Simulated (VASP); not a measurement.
# Ag (I4/mmm) in VASP: notebook

Runs on Ag. Level: PBE. Tasks: single point.

All numbers are computed with VASP 6.6.1; they aren't measurements. Logs are shortened: lines on timing, memory, paths and dates and some standing lists are left out, and cuts for length are marked.

**1. The cell of the first run**

Symmetry: I4/mmm, No. 139, tetragonal system. The conventional cell has a = 2.889 Å, b = 2.889 Å, c = 4.045 Å, α = 90.00°, β = 90.00°, γ = 90.00°. Ag (site symmetry 4/mmm) has 12 Ag at 2.87 to 2.89 Å within 3.8 Å.

**2. Single point, PBE (strain -0.0100 x Voigt [0, 1, 0, 0, 0, 0])**

File INCAR:

```
SYSTEM = Ag
PREC = Accurate ; ENCUT = 520
EDIFF = 1E-6 ; ISMEAR = 0
SIGMA = 0.15 ; LREAL = .FALSE.
LASPH = .TRUE. ; NELM = 60
ALGO = Normal ; ISIF = 2
LWAVE = .FALSE. ; LCHARG = .FALSE.
GGA = PE ; NBANDS = 12
```

File KPOINTS:

```
regular mesh
0
G
  20 20 20
  0 0 0
```

File POSCAR:

```
Ag
1.0
    0.0000000000      2.0226690000      2.0431000000
    2.0431000000      0.0000000000      2.0431000000
    2.0431000000      2.0226690000      0.0000000000
Ag
1
Direct
    0.0000000000      0.0000000000      0.0000000000
```

Potentials or basis: VASP PAW PBE potentials, release 64 (Ag).

The run is started by

```
$ cat potpaw_PBE.64/Ag/POTCAR > POTCAR
$ mpirun -np 1 vasp_std > vasp.out
```

OUTCAR:

```text
SYSTEM = Ag
   PREC = Accurate
   ENCUT = 520
   EDIFF = 1E-6
   ISMEAR = 0
   LREAL = .FALSE.
   LASPH = .TRUE.
   NELM = 60
   ISIF = 2
   GGA = PE

 ion  position               nearest neighbor table
   1  0.000  0.000  0.000-

  LATTYP: Found a body centered tetragonal cell.
 ALAT       =     2.8893797293
 C/A-ratio  =     1.4000714267

  Lattice vectors:

 A1 = (   0.0000000000,  -2.0226690000,   2.0431000000)
 A2 = (   0.0000000000,  -2.0226690000,  -2.0431000000)
 A3 = (   2.0431000000,   2.0226690000,   0.0000000000)

Analysis of symmetry for initial positions (statically):
=====================================================================
 Subroutine PRICEL returns:
 Original cell was already a primitive cell.

 Routine SETGRP: Setting up the symmetry group for a
 body centered tetragonal supercell.

 Subroutine GETGRP returns: Found 16 space group operations
 (whereof 16 operations were pure point group operations)
 out of a pool of 16 trial point group operations.

The static configuration has the point symmetry D_4h.

Analysis of symmetry for dynamics (positions and initial velocities):
=====================================================================
 Subroutine PRICEL returns:
 Original cell was already a primitive cell.

 Routine SETGRP: Setting up the symmetry group for a
 body centered tetragonal supercell.

 Subroutine GETGRP returns: Found 16 space group operations
 (whereof 16 operations were pure point group operations)
 out of a pool of 16 trial point group operations.

The dynamic configuration has the point symmetry D_4h.

 Subroutine INISYM returns: Found 16 space group operations
 (whereof 16 operations are pure point group operations),
 and found     1 'primitive' translations

----------------------------------------------------------------------------------------

                                     Primitive cell

  volume of cell :      16.8863

  direct lattice vectors                    reciprocal lattice vectors
     0.000000000  2.022669000  2.043100000    -0.244726151  0.247198133  0.244726151
     2.043100000  0.000000000  2.043100000     0.244726151 -0.247198133  0.244726151
     2.043100000  2.022669000  0.000000000     0.244726151  0.247198133 -0.244726151

  length of vectors
     2.874969129  2.889379729  2.874969129     0.425310117  0.425310117  0.425310117

  position of ions in fractional coordinates (direct lattice)
     0.000000000  0.000000000  0.000000000

  ion indices of the primitive-cell ions
[... 77 lines left out ...]
   NSW    =      0    number of steps for IOM
   IBRION =     -1    ionic relax: 0-MD 1-quasi-New 2-CG
   NFREE  =      0    steps in history (QN), initial steepest desc. (CG)
   ISIF   =      2    stress and relaxation
   ISYM   =      2    0-nonsym 1-usesym 2-fastsym
   POTIM  = 0.5000    time-step for ionic-motion
   TEBEG  =    0.0;   TEEND  =   0.0 temperature during run
   PSTRESS=    0.0 pullay stress
   NELECT =      11.0000    total number of electrons
   NUPDOWN=      -1.0000    fix difference up-down
   EMIN   =  10.00;   EMAX   =-10.00  energy-range for DOS
   EFERMI =   0.00;   METHOD = LEGACY
   ISMEAR =     0;   SIGMA  =   0.15  broadening in eV -4-tet -1-fermi 0-gaus
   EFERMI_NEDOS =   21; number of points for ismear=-14 and -15
   IALGO  =     38    algorithm
   IMIX   =      4    mixing-type and parameters
     AMIX     =   0.40;   BMIX     =  1.00
     AMIX_MAG =   1.60;   BMIX_MAG =  1.00
  volume/ion in A,a.u.               =      16.89       113.95
  Fermi-wavevector in a.u.,A,eV,Ry     =   1.419148  2.681801 27.401878  2.013981
  Thomas-Fermi vector in A             =   2.540199
   LORBIT       =      0    0 simple, 1 ext, 2 COOP (PROOUT), +10 PAW based schemes
   GGA     = PE    functional components
   LHFCALC =     F    Hartree Fock is set to
   AEXX    =    0.0000 exact exchange contribution
   IVDW    =     0    specifies the selected vdW correction
   LEPSILON=     F    determine dielectric tensor
   LRPA    =     F    only Hartree local field effects (RPA)
 non-spin polarized calculation
 Gauss-broadening in eV      SIGMA  =   0.15
  energy-cutoff  :      520.00
  volume of cell :       16.89
 maximum number of plane-waves:       471
 NGX is ok and might be reduce to    24
   NGX = 11   NGY = 11   NGZ = 11

 number of electron      11.0000000 magnetization

 Free energy of the ion-electron system (eV)
  ---------------------------------------------------
  ext. energy  EPLUGINS =         0.00000000
  ---------------------------------------------------
  free energy    TOTEN  =        -2.70514812 eV

  energy without entropy =       -2.70288605  energy(sigma->0) =       -2.70401709

 E-fermi :   8.5767     XC(G=0): -12.2675

 val. band max:        8.5473901104   @ k =   0.4500   0.0000   0.3000
 cond. band min:       8.5788189334   @ k =   0.3500  -0.1500   0.2000
 fundamental gap:      0.0314288230
 Fermi energy:         8.5766865154

 k-point     1 :       0.0000    0.0000    0.0000
  band No.  band energies     occupation
      1       0.7262      2.00000
      2       3.7033      2.00000
      3       3.7033      2.00000
      4       3.7665      2.00000
      5       4.7426      2.00000
      6       4.8086      2.00000
      7      24.6124      0.00000
      8      28.2005      0.00000
      9      28.2005      0.00000
     10      28.3400      0.00000
     11      33.0768      0.00000
     12      34.2014      0.00000
[... 331 lines left out ...]
 k-point    24 :      -0.3500    0.0500    0.0000
  band No.  band energies     occupation
      1       2.2505      2.00000
      2       3.7550      2.00000
      3       3.8434      2.00000
      4       5.0966      2.00000
      5       5.2248      2.00000
      6       6.2460      2.00000
      7      15.4347      0.00000
      8      24.1516      0.00000
      9      26.2219      0.00000
     10      27.9145      0.00000
     11      31.4066      0.00000
     12      31.7086      0.00000

 [... further k-points ...]
[... 5 lines left out ...]
  --------------------------------------------------------------------------------------
  -------------------------------------------------------------------------------------
  Total        0.5882793      0.6298475      0.5882793      0.0000000      0.0000000      0.0000000
  in kB       55.8161754     59.7601821     55.8161754      0.0000000      0.0000000      0.0000000
  external PRESSURE =      57.1308443 kB  Pullay stress =       0.0000000 kB

 VOLUME and BASIS-vectors are now :
 -----------------------------------------------------------------------------
  energy-cutoff  :      520.00
  volume of cell :       16.89
      direct lattice vectors                 reciprocal lattice vectors
     0.000000000  2.022669000  2.043100000    -0.244726151  0.247198133  0.244726151
     2.043100000  0.000000000  2.043100000     0.244726151 -0.247198133  0.244726151
     2.043100000  2.022669000  0.000000000     0.244726151  0.247198133 -0.244726151

 POSITION                                       TOTAL-FORCE (eV/Angst)
 -----------------------------------------------------------------------------------
      0.00000      0.00000      0.00000         0.000000     -0.000000     -0.000000
 -----------------------------------------------------------------------------------
    total drift:                               -0.000000      0.000000     -0.000000

  FREE ENERGIE OF THE ION-ELECTRON SYSTEM (eV)
  ---------------------------------------------------
  free  energy   TOTEN  =        -2.7051481209 eV

  energy  without entropy=       -2.7028860506  energy(sigma->0) =       -2.70401709
```

OSZICAR:

```text
N       E                     dE             d eps       ncg     rms          rms(c)
DAV:   1     0.520764467671E+02    0.52076E+02   -0.54915E+03 15640   0.830E+02
DAV:   2    -0.216422611497E+01   -0.54241E+02   -0.51453E+02 17816   0.195E+02
DAV:   3    -0.296069862543E+01   -0.79647E+00   -0.79608E+00 18176   0.250E+01
DAV:   4    -0.296315085066E+01   -0.24522E-02   -0.24521E-02 17824   0.144E+00
DAV:   5    -0.296317004839E+01   -0.19198E-04   -0.19198E-04 18172   0.114E-01    0.538E+00
DAV:   6    -0.271696223825E+01    0.24621E+00   -0.94925E-01 16852   0.876E+00    0.346E+00
DAV:   7    -0.270817282677E+01    0.87894E-02   -0.11071E-02 17900   0.989E-01    0.193E+00
DAV:   8    -0.270513707315E+01    0.30358E-02   -0.69512E-04 17428   0.193E-01    0.957E-02
DAV:   9    -0.270514327215E+01   -0.61990E-05   -0.91785E-06 18028   0.234E-02    0.264E-02
DAV:  10    -0.270514861114E+01   -0.53390E-05   -0.41381E-06 17508   0.190E-02    0.607E-03
DAV:  11    -0.270514812093E+01    0.49021E-06   -0.97097E-08  9512   0.266E-03
   1 F= -.27051481E+01 E0= -.27040171E+01  d E =-.226207E-02
```

stdout:

```text
POSCAR found type information on POSCAR Ag
 POSCAR found :  1 types and       1 ions
 scaLAPACK will be used
 LDA part: xc-table for (Slater+PW92), standard interpolation
 POSCAR, INCAR and KPOINTS ok, starting setup
 FFT: planning ... GRIDC
 FFT: planning ... GRID_SOFT
 FFT: planning ... GRID
 WAVECAR not read
 entering main loop
```

It took 42 s on 1 thread of Intel Xeon Platinum 8488C (Sapphire Rapids), shared host; peak memory 0.24 GiB.

What came out:

- Free energy: -2.7051 eV
- Pressure: 5.7 GPa

Stress tensor (GPa, compression positive):
```
5.58 0.00 0.00
0.00 5.98 0.00
0.00 0.00 5.58
```

Levels at points of the mesh, in eV from the Fermi level:
```
           k point  band 2  band 3  band 4  band 5  band 6  band 7  band 8  band 9  band 10  band 11
(0.00, 0.00, 0.00)   -4.87   -4.87   -4.81   -3.83   -3.77   16.04   19.62   19.62    19.76    24.50
(0.50, 0.00, 0.00)   -4.91   -4.84   -3.01   -2.98   -0.44    3.65   15.26   17.85    18.09    22.88
(0.50, 0.50, 0.00)   -6.37   -3.02   -2.81   -2.76    1.53    6.72   10.76   10.77    17.35    17.43
(0.50, 0.00, 0.50)   -6.37   -3.03   -2.78   -2.78    1.70    6.97   10.58   10.58    17.17    17.25
```

Caveat: the cell differs from its parent crystal (strain -0.0100 x Voigt [0, 1, 0, 0, 0, 0]).

**3. Single point, PBE (strain -0.0050 x Voigt [0, 1, 0, 0, 0, 0])**

File INCAR:

```
SYSTEM = Ag
  ALGO = Fast
  EDIFF = 1E-6
  ENCUT = 520
  GGA = PE
  ISIF = 2
  ISMEAR = 0
  LASPH = .TRUE.
  LCHARG = .TRUE.
  LELF = .TRUE.
  LREAL = .FALSE.
  LVHAR = .TRUE.
  LWAVE = .FALSE.
  NBANDS = 12
  NELM = 100
  PREC = Accurate
  SIGMA = 0.15
```

File KPOINTS:

```
k-points
0
G
  20 20 20
  0 0 0
```

File POSCAR:

```
Ag
1.0
    0.0000000000      2.0328845000      2.0431000000
    2.0431000000      0.0000000000      2.0431000000
    2.0431000000      2.0328845000      0.0000000000
Ag
1
Direct
    0.0000000000      0.0000000000      0.0000000000
```

Potentials or basis: VASP PAW PBE potentials, release 64 (Ag).

The run is started by

```
$ cat potpaw_PBE.64/Ag/POTCAR > POTCAR
$ mpirun -np 1 vasp_std > vasp.out
```

Run time: 54 s. Hardware: 1 thread of Intel Xeon Platinum 8488C (Sapphire Rapids), shared host; peak memory 0.24 GiB.

The run converged. Its results:

- Free energy: -2.7082 eV
- Pressure: 5.2 GPa

Stress tensor (GPa, compression positive):
```
5.09 0.00 0.00
0.00 5.29 0.00
0.00 0.00 5.09
```

Levels at points of the mesh, in eV from the Fermi level:
| k point | band 2 | band 3 | band 4 | band 5 | band 6 | band 7 | band 8 | band 9 | band 10 | band 11 |
| --- | --- | --- | --- | --- | --- | --- | --- | --- | --- | --- |
| (0.00, 0.00, 0.00) | -4.84 | -4.84 | -4.81 | -3.81 | -3.77 | 16.03 | 19.61 | 19.61 | 19.68 | 24.45 |
| (0.50, 0.00, 0.00) | -4.87 | -4.84 | -3.00 | -2.98 | -0.42 | 3.62 | 15.26 | 17.85 | 17.97 | 22.86 |
| (0.50, 0.50, 0.00) | -6.34 | -3.02 | -2.79 | -2.77 | 1.56 | 6.73 | 10.71 | 10.71 | 17.26 | 17.33 |
| (0.50, 0.00, 0.50) | -6.34 | -3.02 | -2.78 | -2.78 | 1.65 | 6.85 | 10.62 | 10.62 | 17.17 | 17.24 |

Caveat: the cell differs from its parent crystal (strain -0.0050 x Voigt [0, 1, 0, 0, 0, 0]).
